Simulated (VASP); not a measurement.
A run of VASP 6.6.1:

The input INCAR:

```
SYSTEM = MnSn3
  PREC = Accurate
  ENCUT = 520
  EDIFF = 1E-7
  ISMEAR = 0
  SIGMA = 0.1
  LREAL = .FALSE.
  LASPH = .TRUE.
  NELM = 150
  ALGO = Normal
  ISIF = 2
  LWAVE = .FALSE.
  LCHARG = .TRUE.
  ISPIN = 2
  MAGMOM = 0 0 0 4
  LORBIT = 11
  LMAXMIX = 4
  GGA = PE
  LELF = .TRUE.
  LVHAR = .TRUE.
  NBANDS = 40
```

Contents of KPOINTS:

```
regular mesh
0
G
  10 10 10
  0 0 0
```

The input POSCAR:

```
MnSn3
1.0
    4.6027677977      0.0000000000      0.0000000000
    0.0000000000      4.6027677977      0.0000000000
    0.0000000000      0.0000000000      4.6027677977
Sn Mn
3 1
Direct
    0.0000000000      0.5000000000      0.5000000000
    0.5000000000      0.0000000000      0.5000000000
    0.5000000000      0.5000000000      0.0000000000
    0.0000000000      0.0000000000      0.0000000000
```

Potentials or basis: VASP PAW PBE potentials, release 64 (Sn_d, Mn_pv).

Run with:

```sh
$ cat potpaw_PBE.64/Sn_d/POTCAR potpaw_PBE.64/Mn_pv/POTCAR > POTCAR
$ mpirun -np 1 vasp_std > vasp.out
```

Hardware: 1 thread of Intel Xeon 8259CL, on a shared host.

Question: How long does it take, and how much memory?

Answer: Wall time 15 min on 1 thread of Intel Xeon 8259CL, with other jobs on the host, peak memory 0.42 GiB. Counts: scf iterations 18, k points 56.
